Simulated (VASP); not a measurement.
# H18CO10 in VASP: notebook, part 3 of 3

VASP 6.6.1.

## 5. Single point, PBE+D3(BJ)

File INCAR:

```
SYSTEM = H18CO10
PREC     = Accurate       ! precision mode
ENCUT    = 520            ! plane-wave cutoff, eV
EDIFF    = 1E-6           ! SCF threshold, eV
ISMEAR   = -1             ! smearing method
SIGMA    = 0.02           ! smearing width, eV
LREAL    = Auto         
LASPH    = .TRUE.         ! aspherical terms in the spheres
NELM     = 100            ! most SCF steps
ALGO     = Normal         ! electronic algorithm
ISIF     = 2              ! what is computed and relaxed
LWAVE    = .FALSE.        ! write WAVECAR
LCHARG   = .FALSE.        ! write CHGCAR
GGA      = PE             ! functional
IVDW     = 12             ! dispersion correction
NBANDS   = 61             ! bands
```

File KPOINTS:

```
regular mesh
0
G
  1 1 1
  0 0 0
```

File POSCAR:

```
H18CO10
1.0
    6.7165700000      0.0000000000      0.0000000000
    0.0000000000      6.7165700000      0.0000000000
    0.0000000000      0.0000000000      6.7165700000
O H C
10 18 1
Direct
    0.4195444996      0.0627552456      0.3924175584
    0.5149652278      0.6104008445      0.9154226041
    0.9788478345      0.6172793554      0.1285030901
    0.8438235588      1.0002277948      0.8246322156
    0.2157202262      0.4107304770      0.4834163866
    0.1282946504      0.1533520830      0.0828101248
    0.3461737166      0.7079953012      0.2600732219
    0.4608453422      0.1782904072      0.8274461518
    0.8569105957      0.5615961719      0.5560427421
    0.7909840886      0.2391101410      0.4552919124
    0.3344415379      0.1864046679      0.4106411457
    0.5506381978      0.1190339712      0.3914795796
    0.6597415050      0.6014677134      0.9282565357
    0.4568105447      0.4968160832      0.8510593949
    1.0026099631      0.7058066841      0.2424898423
    1.0325806178      0.6918709996      0.0123426094
    0.9681280773      1.0208931047      0.8862112656
    0.8378979152      0.8821169138      0.7473457434
    0.2849371033      0.5129701619      0.3977774370
    0.1289646352      0.3595585247      0.3724520105
    0.0750531894      0.2828080404      0.0772715836
    0.2598498936      0.1596797175      0.0299855432
    0.3700102880      0.8459526217      0.3011656247
    0.4381105237      0.6588630804      0.1582801936
    0.4112515763      0.1042049737      0.7083079608
    0.5928025763      0.1285477558      0.8410989538
    1.0037414931      0.5179131610      0.5548069923
    0.5886635589      0.4612771102      0.5191340223
    0.7366855404      0.4071125589      0.4956994418
```

On the command line:

```console
$ cat potpaw_PBE.64/O/POTCAR potpaw_PBE.64/H/POTCAR potpaw_PBE.64/C/POTCAR > POTCAR
$ mpirun -np 1 vasp_gam > vasp.out
```

It took 35 s on 1 thread of AMD EPYC 7R13 (Zen 3), shared host; peak memory 0.29 GiB.

Results (log left out):

| Quantity | Value |
| --- | --- |
| Free energy | -147.1403 eV |
| Pressure | 1.4 GPa |
| Largest force | 2.480 eV/Å |
| Band gap on the k mesh | 4.53 eV |
| Dispersion energy per atom | -0.036 eV |

Forces in eV/Å, atoms in the order of the input:
```
O   -1.602  0.890  0.559
O    0.346  1.177  0.568
O   -0.372  0.258 -0.900
O   -2.179  0.644 -0.226
O   -0.769 -0.361 -1.286
O   -0.877 -1.659  0.701
O   -0.378 -1.164  0.699
O   -1.859  0.176 -0.928
O    0.127 -0.857 -0.256
O   -0.020  0.278 -0.665
H    0.508 -1.161 -0.117
H    1.450  0.071  0.013
H   -0.323 -0.442 -0.234
H    0.352 -1.049 -0.243
H    0.096 -0.199 -0.569
H   -0.185 -0.442  1.093
H    1.773  0.277  0.989
H    0.226 -0.916 -0.677
H    0.350  1.016  0.262
H    0.188 -0.204  0.872
H   -0.712  1.752 -0.263
H    1.496  0.104 -0.761
H    0.489  0.465  0.053
H    0.011  0.500 -0.584
H    0.275  0.562  0.640
H    1.680 -0.642  0.337
H   -0.403 -0.127 -0.129
H   -1.428  0.022 -0.385
C    1.739  1.030  1.437
```

Stress tensor (GPa, compression positive):
```
 3.96 -0.29 -0.18
-0.29  0.62 -0.16
-0.18 -0.16 -0.30
```

Levels at points of the mesh, in eV from the valence-band top:
| k point | band 39 | band 40 | band 41 | band 42 | band 43 | band 44 |
| --- | --- | --- | --- | --- | --- | --- |
| (0.00, 0.00, 0.00) | -0.50 | -0.33 | 0.00 | 4.53 | 4.74 | 7.24 |

Caveat: the k points lie up to 0.94 Å⁻¹ apart.

## 6. Single point, PBE+D3(BJ)

File INCAR:

```
ALGO     = Normal         # electronic algorithm
EDIFF    = 1E-7           # SCF threshold, eV
ENCUT    = 520            # plane-wave cutoff, eV
GGA      = PE             # functional
ISIF     = 2              # what is computed and relaxed
ISMEAR   = -1             # smearing method
IVDW     = 12             # dispersion correction
LASPH    = T              # aspherical terms in the spheres
LCHARG   = F              # write CHGCAR
LREAL    = Auto         
LWAVE    = F              # write WAVECAR
NBANDS   = 61             # bands
NELM     = 60             # most SCF steps
PREC     = Accurate       # precision mode
SIGMA    = 0.02           # smearing width, eV
```

File KPOINTS:

```
k-points
0
Gamma
  1 1 1
```

File POSCAR:

```
H18CO10
1.0
    6.7165700000      0.0000000000      0.0000000000
    0.0000000000      6.7165700000      0.0000000000
    0.0000000000      0.0000000000      6.7165700000
O H C
10 18 1
Direct
    0.4270781068      0.0813361582      0.3851221680
    0.5631743583      0.6016314875      0.9294178427
    0.9246832833      0.6022270296      0.0850880732
    0.8230986947      1.0438065858      0.8003936533
    0.1841713851      0.4194998340      0.4857390007
    0.1438978526      0.1600668198      0.0522141510
    0.3387741064      0.6978115318      0.2470010735
    0.4587907221      0.1843351592      0.8135849102
    0.8525184730      0.5209802027      0.5745194348
    0.7669390775      0.2518994070      0.4259019112
    0.3683576587      0.1519078935      0.2680534856
    0.5780777986      0.0973264628      0.3740599741
    0.7013550071      0.5631892469      0.9644059393
    0.4909499938      0.4811831039      0.8998789561
    0.9499491556      0.7313852160      0.1527267638
    1.0402928876      0.5752787509      0.0060149749
    0.9260232529      1.0430026040      0.8963354808
    0.8324635938      0.9289116320      0.7218863200
    0.2665348534      0.5116301922      0.4044028425
    0.1693423876      0.2977710349      0.3980305424
    0.0739961022      0.2904309789      0.0572464815
    0.2370555209      0.1760571244     -0.0694848710
    0.3648737376      0.8317340547      0.3053046421
    0.4299515973      0.6744216170      0.1296495086
    0.3997725029      0.1584290791      0.6919752195
    0.5940085490      0.1212821425      0.8097734409
    0.9918306517      0.4732475058      0.5218735158
    0.5639783401      0.4260359082      0.5760827327
    0.7239409401      0.4021546712      0.5183747061
```

Potentials or basis: VASP PAW PBE potentials, release 64 (O, H, C).

On the command line:

```console
$ cat potpaw_PBE.64/O/POTCAR potpaw_PBE.64/H/POTCAR potpaw_PBE.64/C/POTCAR > POTCAR
$ mpirun -np 1 vasp_gam > vasp.out
```

Run time: 52 s. Hardware: 1 thread of AMD EPYC 7R13 (Zen 3), shared host; peak memory 0.29 GiB.

Results (log left out):

```
Free energy                : -147.2453 eV
Pressure                   : 2.2 GPa
Largest force              : 4.357 eV/Å
Band gap on the k mesh     : 4.08 eV
Dispersion energy per atom : -0.036 eV
```

Forces on the atoms (eV/Å):
```
O    0.102 -0.368 -0.865
O   -0.081  0.499  0.217
O   -0.460  0.568  0.670
O   -1.391  1.380 -0.176
O    0.226 -1.810 -0.676
O    0.032  1.155 -1.016
O   -0.053 -0.132 -0.014
O    0.720  0.703  2.434
O    1.711  3.663  1.624
O    0.366 -1.833 -1.671
H    0.523 -0.720  0.473
H   -1.029  0.643  0.218
H   -0.277  0.284  0.096
H    0.009 -0.789 -0.334
H    0.121 -0.937 -0.441
H    0.719  0.387 -0.305
H    1.369  0.044  1.295
H    0.172 -1.675 -1.004
H    0.156  0.811 -0.434
H    0.087  1.097  1.082
H    0.159 -0.842  0.218
H   -0.111 -0.402  1.474
H    0.180 -0.161 -0.263
H   -0.038  0.238  0.405
H   -0.952 -0.485 -2.980
H   -0.120  0.005  0.300
H    0.655  0.229  0.037
H    0.985  0.235 -0.665
C   -3.781 -1.789  0.300
```

Stress tensor (GPa, compression positive):
```
2.71 1.35 1.03
1.35 2.10 1.24
1.03 1.24 1.78
```

Levels at points of the mesh, in eV from the valence-band top:
| k point | band 39 | band 40 | band 41 | band 42 | band 43 | band 44 |
| --- | --- | --- | --- | --- | --- | --- |
| (0.00, 0.00, 0.00) | -0.81 | -0.60 | 0.00 | 4.08 | 5.56 | 6.73 |

Caveat: the k points lie up to 0.94 Å⁻¹ apart.

## 7. Single point, PBE+D3(BJ)

File INCAR:

```
PREC = Accurate ; ENCUT = 520
EDIFF = 1E-7 ; ISMEAR = -1
SIGMA = 0.02 ; LREAL = Auto
LASPH = True ; NELM = 60
ALGO = Normal ; ISIF = 2
LWAVE = False ; LCHARG = False
GGA = PE ; IVDW = 12
NBANDS = 61
```

File KPOINTS:

```
regular mesh
0
Gamma
  1 1 1
```

File POSCAR:

```
H18CO10
1.0
    6.7165700000      0.0000000000      0.0000000000
    0.0000000000      6.7165700000      0.0000000000
    0.0000000000      0.0000000000      6.7165700000
O H C
10 18 1
Direct
    0.3966310185      0.0863536001      0.3780203288
    0.5427621539      0.6251851764      0.9231050968
    0.9361325796      0.6178451204      0.0483282390
    0.8097138867      1.0478413833      0.7761253140
    0.1994321506      0.4913370962      0.5185384802
    0.1196295133      0.1590990640      0.0650629711
    0.3398460822      0.7294497042      0.2430258301
    0.4404778034      0.1953973531      0.7876639416
    0.8403991918      0.5558045252      0.5559831878
    0.7365068778      0.2758997524      0.3759061545
    0.3131211318      0.1162498120      0.2602965502
    0.5184640374      0.1506274780      0.3416475969
    0.6802132636      0.5984602260      0.9798751446
    0.4947912402      0.4874660727      0.8902907287
    0.9704506913      0.6309470459      0.1891441614
    1.0155630031      0.6957271345     -0.0253552036
    0.9303855986      1.0918668308      0.8549601955
    0.8635508898      0.9814086654      0.6634040887
    0.2545495692      0.5806088524      0.4209886892
    0.2509912053      0.3538562093      0.5045134645
    0.0840756517      0.3045899916      0.0620554837
    0.2484899286      0.1455058162     -0.0090373509
    0.3607347203      0.8712036054      0.2804854263
    0.4178620933      0.6933300777      0.1261655875
    0.3917029079      0.1170091282      0.6860644645
    0.5905990707      0.1589650670      0.8037733546
    0.9919348715      0.5039030338      0.5282904816
    0.5499831015      0.4939277042      0.4880318377
    0.7064320032      0.4328995306      0.4623937516
```

On the command line:

```console
$ cat potpaw_PBE.64/O/POTCAR potpaw_PBE.64/H/POTCAR potpaw_PBE.64/C/POTCAR > POTCAR
$ mpirun -np 1 vasp_gam > vasp.out
```

It took 45 s on 1 thread of AMD EPYC 7R13 (Zen 3), shared host; peak memory 0.29 GiB.

The run converged. Its results:

- Free energy: -147.5041 eV
- Pressure: 0.5 GPa
- Largest force: 5.583 eV/Å
- Band gap on the k mesh: 4.67 eV
- Dispersion energy per atom: -0.036 eV

Forces in eV/Å, atoms in the order of the input:
```
O   -1.949 -0.178 -0.266
O    0.511 -1.683  0.421
O   -3.081 -3.531  3.035
O    1.027  0.902  1.734
O   -0.666 -1.851  1.549
O    0.279  0.823 -0.225
O   -1.164  0.042  0.959
O    2.281  1.695  3.209
O   -0.747 -1.876 -1.819
O    0.773 -0.087 -0.510
H   -0.671  0.214  0.416
H    1.945  0.666  0.124
H   -0.709  0.551 -0.618
H    0.193  1.021 -0.068
H    0.195  0.338 -0.492
H    2.969  2.966 -2.402
H   -1.011 -0.336 -0.239
H    0.089 -0.570 -1.084
H    1.080  1.008 -1.618
H    0.053  0.687 -0.177
H    0.343 -1.015 -0.034
H   -0.419  0.507 -0.409
H    0.425 -0.691  0.137
H    0.603 -0.121 -0.920
H   -0.734 -1.744 -2.415
H   -1.592 -0.119 -0.554
H   -0.442  0.392  0.405
H    0.702 -0.205 -0.163
C   -0.282  2.194  2.026
```

Stress tensor (GPa, compression positive):
```
-0.32  1.44 -2.07
 1.44  0.03 -0.75
-2.07 -0.75  1.87
```

Levels at points of the mesh, in eV from the valence-band top:
```
           k point  band 38  band 39  band 40  band 41  band 42  band 43  band 44  band 45
(0.00, 0.00, 0.00)    -0.57    -0.36    -0.21     0.00     4.67     5.29     7.40     7.54
```

Caveat: the k points lie up to 0.94 Å⁻¹ apart.
